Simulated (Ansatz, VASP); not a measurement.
# Cd in VASP and in Ansatz

INCAR

```
PREC     = Accurate       # precision mode
ENCUT    = 520            # plane-wave cutoff, eV
EDIFF    = 1E-6           # SCF threshold, eV
ISMEAR   = -1             # smearing method
SIGMA    = 0.1            # smearing width, eV
LREAL    = False          # projectors in reciprocal space
LASPH    = True           # aspherical terms in the spheres
NELM     = 60             # most SCF steps
ALGO     = Normal         # electronic algorithm
ISIF     = 2              # what is computed and relaxed
LWAVE    = False          # write WAVECAR
LCHARG   = False          # write CHGCAR
NBANDS   = 12             # bands
```

Contents of KPOINTS:

```
Automatic mesh
0
Gamma
  15 15 15
```

POSCAR

```
Cd
1.0
   -1.3172926284      1.3172926284      1.3172926284
    1.3172926284     -1.3172926284      1.3172926284
    1.3172926284      1.3172926284     -1.3172926284
Cd
1
Direct
    0.0000000000      0.0000000000      0.0000000000
```

Input for Ansatz:

```yaml
crystal:
  lattice:
    - [-1.3172926284, 1.3172926284, 1.3172926284]
    - [1.3172926284, -1.3172926284, 1.3172926284]
    - [1.3172926284, 1.3172926284, -1.3172926284]
  atoms:
    - { symbol: Cd, position: [0.0, 0.0, 0.0] }
kpoints:
  mp_grid: { grid: [15, 15, 15] }
  band_path:
    path:
      - [0.0, 0.0, 0.0]
      - [0.5, -0.5, 0.5]
      - [0.0, 0.0, 0.5]
      - [0.0, 0.0, 0.0]
      - [0.25, 0.25, 0.25]
      - [0.5, -0.5, 0.5]
      - [0.25, 0.25, 0.25]
      - [0.0, 0.0, 0.5]
    npoints: 8
scf:
  occupations: { method: fermi_dirac, width: 0.1 }
hamiltonian:
  xc: lda
  pseudopotentials: { kind: paw }
output:
  forces: true
  stress: true
  eigenvalues: true
  populations: true
  dos: { projected: true, de: 0.2, e_range: [-14, 8] }
```

Change from the starting cell: volume scaled by 0.45, PAW files.

Alike in both runs: task single point; functional LDA; k mesh 15 × 15 × 15; occupations fermi-dirac, width 0.1 eV; no spin polarisation.

|  | VASP | Ansatz |
| --- | --- | --- |
| version | VASP 6.6.1 | Ansatz 0.2.0 |
| potentials or method | VASP PAW LDA potentials, release 64 (Cd) | PAW with Ansatz's default frozen-core files, scalar-relativistic |
| plane-wave cutoff (eV) | 520 | 420 |
| valence electrons in the cell | 12 | 20 |

|  | VASP | Ansatz | Ansatz less VASP |
| --- | --- | --- | --- |
| pressure (GPa) | 495.9 | 464.9 | -31.06 |

LDA's correlation is that of Perdew and Zunger in VASP and of Perdew and Wang (1992) in Ansatz. Both programs put the cell under a high pressure, so it lies far from rest at this level. VASP's potentials hold 12 valence electrons a cell and Ansatz's 20, so a difference there can come from the potentials and not from the codes.

Noted on VASP's run: the cell as given lies far from equilibrium.
